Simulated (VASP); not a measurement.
Set up this calculation in VASP 6.6.1, as the native input.

- Task: single point
- Functional: PBE
- Potentials or basis: VASP PAW PBE potentials, release 64 (Ta_pv, C)
- Cutoff: 520 eV
- k mesh: 16 × 16 × 16
- Occupations: gaussian, width 0.1 eV
- Spin: no spin polarisation
- Dipole correction: no
- Further INCAR settings: ALGO = Normal; EDIFF = 1e-06; NBANDS = 14

The structure of TaC lies in POSCAR:

```
TaC
1.0
    0.0000000000      2.2376290138      2.2376290138
    2.2376290138      0.0000000000      2.2376290138
    2.2376290138      2.2376290138      0.0000000000
Ta C
1 1
Direct
    0.0000000000      0.0000000000      0.0000000000
    0.5000000000      0.5000000000      0.5000000000
```

The input as run:

INCAR

```
  ALGO = Normal
  EDIFF = 1E-6
  ENCUT = 520
  GGA = PE
  ISIF = 2
  ISMEAR = 0
  LASPH = T
  LCHARG = T
  LELF = T
  LREAL = F
  LVHAR = T
  LWAVE = F
  NBANDS = 14
  NELM = 60
  PREC = Accurate
  SIGMA = 0.1
```

KPOINTS

```
k-points
0
Gamma
  16 16 16
```

Potentials or basis: VASP PAW PBE potentials, release 64 (Ta_pv, C).

Launch:

```console
$ cat potpaw_PBE.64/Ta_pv/POTCAR potpaw_PBE.64/C/POTCAR > POTCAR
$ mpirun -np 1 vasp_std > vasp.out
```

It gave:

The pressure is 0.7 GPa.

Wall time 42 s on 1 thread of Intel Xeon 8259CL, with other jobs on the host, peak memory 0.18 GiB.
